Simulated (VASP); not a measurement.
# RbBr (Fm-3m) in VASP: a series of runs

RbBr is run at these levels: LDA, PBE; tasks: electric field gradients.

Program: VASP 6.6.1. These are calculated values, not measurements. Logs are shortened: lines on timing, memory, paths and dates and some standing lists are left out, and cuts for length are marked.

### 1 The cell of the first run

It takes space group Fm-3m (No. 225, cubic). Conventional cell: a = 6.855 Å, b = 6.855 Å, c = 6.855 Å, α = 90.00°, β = 90.00°, γ = 90.00°. Within 4.5 Å of Rb (site symmetry m-3m) lie 6 Br at 3.43 Å. Br (site symmetry m-3m) has 6 Rb at 3.43 Å within 4.5 Å.

### 2 Electric field gradients, LDA

INCAR reads:

```
SYSTEM = RbBr
PREC     = Accurate       ! precision mode
ENCUT    = 520            ! plane-wave cutoff, eV
EDIFF    = 1E-8           ! SCF threshold, eV
ISMEAR   = -1             ! smearing method
SIGMA    = 0.02           ! smearing width, eV
LREAL    = .False.        ! projectors in reciprocal space
LASPH    = .True.         ! aspherical terms in the spheres
NELM     = 60             ! most SCF steps
ALGO     = Normal         ! electronic algorithm
ISIF     = 2              ! what is computed and relaxed
LWAVE    = .False.        ! write WAVECAR
LCHARG   = .False.        ! write CHGCAR
LEFG     = .True.       
NBANDS   = 15             ! bands
```

KPOINTS reads:

```
Automatic mesh
0
Gamma
  6 6 6
  0 0 0
```

POSCAR reads:

```
RbBr
1.0
    0.0000000000      3.4275000000      3.4275000000
    3.4275000000      0.0000000000      3.4275000000
    3.4275000000      3.4275000000      0.0000000000
Rb Br
1 1
Direct
    0.0000000000      0.0000000000      0.0000000000
    0.5000000000      0.5000000000      0.5000000000
```

Potentials or basis: VASP PAW LDA potentials, release 64 (Rb_sv, Br).

Launch:

```console
$ cat potpaw_LDA.64/Rb_sv/POTCAR potpaw_LDA.64/Br/POTCAR > POTCAR
$ mpirun -np 1 vasp_std > vasp.out
```

OUTCAR:

```text
SYSTEM = RbBr
   PREC = Accurate
   ENCUT = 520
   EDIFF = 1E-8
   ISMEAR = -1
   LREAL = .False.
   LASPH = .True.
   NELM = 60
   ISIF = 2

 ion  position               nearest neighbor table
   1  0.000  0.000  0.000-   2 3.43   2 3.43   2 3.43   2 3.43   2 3.43   2 3.43
   2  0.500  0.500  0.500-   1 3.43   1 3.43   1 3.43   1 3.43   1 3.43   1 3.43

  LATTYP: Found a face centered cubic cell.
 ALAT       =     6.8550000000

  Lattice vectors:

 A1 = (   0.0000000000,   3.4275000000,   3.4275000000)
 A2 = (   3.4275000000,   0.0000000000,   3.4275000000)
 A3 = (   3.4275000000,   3.4275000000,   0.0000000000)

Analysis of symmetry for initial positions (statically):
=====================================================================
 Subroutine PRICEL returns:
 Original cell was already a primitive cell.

 Routine SETGRP: Setting up the symmetry group for a
 face centered cubic supercell.

 Subroutine GETGRP returns: Found 48 space group operations
 (whereof 48 operations were pure point group operations)
 out of a pool of 48 trial point group operations.

The static configuration has the point symmetry O_h .

Analysis of symmetry for dynamics (positions and initial velocities):
=====================================================================
 Subroutine PRICEL returns:
 Original cell was already a primitive cell.

 Routine SETGRP: Setting up the symmetry group for a
 face centered cubic supercell.

 Subroutine GETGRP returns: Found 48 space group operations
 (whereof 48 operations were pure point group operations)
 out of a pool of 48 trial point group operations.

The dynamic configuration has the point symmetry O_h .

 Subroutine INISYM returns: Found 48 space group operations
 (whereof 48 operations are pure point group operations),
 and found     1 'primitive' translations

----------------------------------------------------------------------------------------

                                     Primitive cell

  volume of cell :      80.5309

  direct lattice vectors                    reciprocal lattice vectors
     0.000000000  3.427500000  3.427500000    -0.145878920  0.145878920  0.145878920
[... 126 lines left out ...]
 val. band max:       -1.9571809568   @ k =   0.0000   0.0000   0.0000
 cond. band min:       2.0017401305   @ k =   0.0000   0.0000   0.0000
 fundamental gap:      3.9589210873
 Fermi energy:        -1.5431488229

 k-point     1 :       0.0000    0.0000    0.0000
  band No.  band energies     occupation
      1     -26.2283      2.00000
      2     -14.1670      2.00000
      3     -10.3708      2.00000
      4     -10.3708      2.00000
      5     -10.3708      2.00000
      6      -1.9572      2.00000
      7      -1.9572      2.00000
      8      -1.9572      2.00000
      9       2.0017      0.00000
     10       5.0708      0.00000
     11       5.0708      0.00000
     12       5.0708      0.00000
     13       6.0159      0.00000
     14       6.0159      0.00000
[... 257 lines left out ...]
      2     -14.1324      2.00000
      3     -10.5389      2.00000
      4     -10.4788      2.00000
      5     -10.3781      2.00000
      6      -2.3991      2.00000
      7      -2.3950      2.00000
      8      -2.2365      2.00000
      9       4.0504      0.00000
     10       5.5958      0.00000
     11       5.7159      0.00000
     12       6.7445      0.00000
     13       7.8729      0.00000
     14       8.7589      0.00000
     15       9.1308      0.00000

------------------------ aborting loop because EDIFF is reached ----------------------------------------

  FORCE on cell =-STRESS in cart. coord.  units (eV):
  Direction    XX          YY          ZZ          XY          YZ          ZX
  --------------------------------------------------------------------------------------
  -------------------------------------------------------------------------------------
  Total       -0.6007192     -0.6007192     -0.6007192     -0.0000000      0.0000000      0.0000000
  in kB      -11.9514252    -11.9514252    -11.9514252     -0.0000000      0.0000000      0.0000000
  external PRESSURE =     -11.9514252 kB  Pullay stress =       0.0000000 kB

 VOLUME and BASIS-vectors are now :
 -----------------------------------------------------------------------------
  energy-cutoff  :      520.00
  volume of cell :       80.53
      direct lattice vectors                 reciprocal lattice vectors
     0.000000000  3.427500000  3.427500000    -0.145878920  0.145878920  0.145878920
     3.427500000  0.000000000  3.427500000     0.145878920 -0.145878920  0.145878920
     3.427500000  3.427500000  0.000000000     0.145878920  0.145878920 -0.145878920

 POSITION                                       TOTAL-FORCE (eV/Angst)
 -----------------------------------------------------------------------------------
      0.00000      0.00000      0.00000        -0.000000     -0.000000      0.000000
      3.42750      3.42750      3.42750         0.000000      0.000000     -0.000000
 -----------------------------------------------------------------------------------
    total drift:                                0.000000      0.000000      0.000000

  FREE ENERGIE OF THE ION-ELECTRON SYSTEM (eV)
  ---------------------------------------------------
  free  energy   TOTEN  =        -6.6941271199 eV

  energy  without entropy=       -6.6941271199  energy(sigma->0) =       -6.69412712

 Electric field gradients (V/A^2)
---------------------------------------------------------------------
 ion       V_xx      V_yy      V_zz      V_xy      V_xz      V_yz
---------------------------------------------------------------------
   1      -0.000     0.000    -0.000    -0.000    -0.000    -0.000
   2      -0.000    -0.000     0.000    -0.000    -0.000    -0.000
---------------------------------------------------------------------

 Electric field gradients after diagonalization (V/A^2)
 (convention: |V_zz| > |V_xx| > |V_yy|)
----------------------------------------------------------------------
 ion       V_xx      V_yy      V_zz     asymmetry (V_yy - V_xx)/ V_zz
----------------------------------------------------------------------
   1       0.000     0.000    -0.000       0.000
   2       0.000     0.000    -0.000       0.000
----------------------------------------------------------------------

           NMR quadrupolar parameters

 Cq : quadrupolar parameter    Cq=e*Q*V_zz/h
 eta: asymmetry parameters     (V_yy - V_xx)/ V_zz
 Q  : nuclear electric quadrupole moment in mb (millibarn)
----------------------------------------------------------------------
 ion       Cq(MHz)       eta       Q (mb)
----------------------------------------------------------------------
   1      -0.000       0.000       1.000
   2      -0.000       0.000       1.000
----------------------------------------------------------------------
```

stdout:

```text
POSCAR found type information on POSCAR RbBr
 POSCAR found :  2 types and       2 ions
 scaLAPACK will be used
 LDA part: xc-table for (Slater(with rela. corr.)+CA(PZ))
 , standard interpolation
 POSCAR, INCAR and KPOINTS ok, starting setup
 FFT: planning ... GRIDC
 FFT: planning ... GRID_SOFT
 FFT: planning ... GRID
 WAVECAR not read
 entering main loop
ion   1

ion   2
```

Wall time 52 s (1 thread of AMD EPYC, shared host); peak memory 0.14 GiB.

What came out:

```yaml
Free_energy: -6.6941 eV
Pressure: -1.2 GPa
Band_gap_on_the_k_mesh: 3.96 eV
Largest_electric_field_gradient_by_atom: zero within the noise of the run
```

Expect the measured gap to be larger: semilocal functionals such as LDA lack the derivative discontinuity.

### 3 Electric field gradients, PBE (38.65 Å³/atom)

This run uses another cell than the first one, of 38.65 Å³/atom.

INCAR reads:

```
SYSTEM = RbBr
ALGO = Normal
EDIFF = 1E-8
ENCUT = 520
GGA = PE
ISIF = 2
ISMEAR = -1
LASPH = .True.
LCHARG = .False.
LEFG = .True.
LREAL = .False.
LWAVE = .False.
NBANDS = 15
NELM = 80
PREC = Accurate
SIGMA = 0.02
```

KPOINTS reads:

```
k-points
0
Gamma
  6 6 6
  0 0 0
```

POSCAR reads:

```
RbBr
1.0
    0.0000000000      3.3811767539      3.3811767539
    3.3811767539      0.0000000000      3.3811767539
    3.3811767539      3.3811767539      0.0000000000
Rb Br
1 1
Direct
    0.0000000000      0.0000000000      0.0000000000
    0.5000000000      0.5000000000      0.5000000000
```

Potentials or basis: VASP PAW PBE potentials, release 64 (Rb_sv, Br).

Launch:

```console
$ cat potpaw_PBE.64/Rb_sv/POTCAR potpaw_PBE.64/Br/POTCAR > POTCAR
$ mpirun -np 1 vasp_std > vasp.out
```

OUTCAR:

```text
SYSTEM = RbBr
   EDIFF = 1E-8
   ENCUT = 520
   GGA = PE
   ISIF = 2
   ISMEAR = -1
   LASPH = .True.
   LREAL = .False.
   NELM = 80
   PREC = Accurate

 ion  position               nearest neighbor table
   1  0.000  0.000  0.000-   2 3.38   2 3.38   2 3.38   2 3.38   2 3.38   2 3.38
   2  0.500  0.500  0.500-   1 3.38   1 3.38   1 3.38   1 3.38   1 3.38   1 3.38

  LATTYP: Found a face centered cubic cell.
 ALAT       =     6.7623535078

  Lattice vectors:

 A1 = (   0.0000000000,   3.3811767539,   3.3811767539)
 A2 = (   3.3811767539,   0.0000000000,   3.3811767539)
 A3 = (   3.3811767539,   3.3811767539,   0.0000000000)

Analysis of symmetry for initial positions (statically):
=====================================================================
 Subroutine PRICEL returns:
 Original cell was already a primitive cell.

 Routine SETGRP: Setting up the symmetry group for a
 face centered cubic supercell.

[... 465 lines left out ...]
      direct lattice vectors                 reciprocal lattice vectors
     0.000000000  3.381176754  3.381176754    -0.147877510  0.147877510  0.147877510
     3.381176754  0.000000000  3.381176754     0.147877510 -0.147877510  0.147877510
     3.381176754  3.381176754  0.000000000     0.147877510  0.147877510 -0.147877510

 POSITION                                       TOTAL-FORCE (eV/Angst)
 -----------------------------------------------------------------------------------
      0.00000      0.00000      0.00000         0.000000     -0.000000      0.000000
      3.38118      3.38118      3.38118        -0.000000      0.000000     -0.000000
 -----------------------------------------------------------------------------------
    total drift:                                0.000000      0.000000      0.000000

  FREE ENERGIE OF THE ION-ELECTRON SYSTEM (eV)
  ---------------------------------------------------
  free  energy   TOTEN  =        -6.0696959178 eV

  energy  without entropy=       -6.0696959178  energy(sigma->0) =       -6.06969592

 Electric field gradients (V/A^2)
---------------------------------------------------------------------
 ion       V_xx      V_yy      V_zz      V_xy      V_xz      V_yz
---------------------------------------------------------------------
   1      -0.000     0.000     0.000    -0.000    -0.000    -0.000
   2      -0.000     0.000    -0.000     0.000     0.000     0.000
---------------------------------------------------------------------

 Electric field gradients after diagonalization (V/A^2)
 (convention: |V_zz| > |V_xx| > |V_yy|)
----------------------------------------------------------------------
 ion       V_xx      V_yy      V_zz     asymmetry (V_yy - V_xx)/ V_zz
----------------------------------------------------------------------
   1       0.000     0.000    -0.000       0.000
   2      -0.000    -0.000     0.001       0.000
----------------------------------------------------------------------

           NMR quadrupolar parameters

 Cq : quadrupolar parameter    Cq=e*Q*V_zz/h
 eta: asymmetry parameters     (V_yy - V_xx)/ V_zz
 Q  : nuclear electric quadrupole moment in mb (millibarn)
----------------------------------------------------------------------
 ion       Cq(MHz)       eta       Q (mb)
----------------------------------------------------------------------
   1      -0.000       0.000       1.000
   2       0.000       0.000       1.000
----------------------------------------------------------------------
```

Run time: 12 s. Hardware: 1 thread of Intel Xeon Platinum 8488C (Sapphire Rapids), shared host; peak memory 0.21 GiB.

What came out:

| Property | Result |
| --- | --- |
| Free energy | -6.0697 eV |
| Pressure | 1.8 GPa |
| Band gap on the k mesh | 4.47 eV |
| Largest electric field gradient by atom | zero within the noise of the run |

Levels at points of the mesh, in eV from the valence-band top:
```
           k point  band 5  band 6  band 7  band 8  band 9  band 10  band 11  band 12
(0.00, 0.00, 0.00)   -8.41    0.00    0.00    0.00    4.47     7.29     7.29     7.29
(0.50, 0.00, 0.00)   -8.35   -1.06   -0.39   -0.39    6.92     7.86     9.61     9.61
(0.50, 0.50, 0.00)   -8.50   -0.48   -0.16   -0.16    5.56     7.29     9.28     9.42
```

(Part 1 of 2 ends here.)
